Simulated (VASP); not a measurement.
Runs of VASP 6.6.1 on MgSc2C2. The structure is that of space group P4/mmm (No. 123), or close to it. The cells are those of the table. 

```tsv
task	cell	k mesh	cutoff (eV)	gap on the mesh (eV)	pressure (GPa)
relaxation of cell and atoms	relaxed from a = 4.307, b = 4.307, c = 4.668 Å, 5 atoms	4 × 4 × 4	600	none	0.0
single point	a = 4.602, b = 4.602, c = 4.372 Å, 5 atoms	4 × 4 × 4	520	none	0.2
single point	a = 4.605, b = 4.605, c = 4.376 Å, 5 atoms	8 × 8 × 8	520	none	0.1
single point	a = 4.307, b = 4.307, c = 4.668 Å, 5 atoms	4 × 4 × 4	520	none	(a)
```

Alike in all rows: level PBE; potentials or basis VASP PAW PBE potentials, release 64 (Mg, Sc_sv, C); no spin polarisation; smearing gaussian 0.1 eV.

Estimate the missing entries.

(a) 0.3.

Caveats: some runs use coarse meshes.

A gap of «none» marks levels without a gap at the run's occupations.
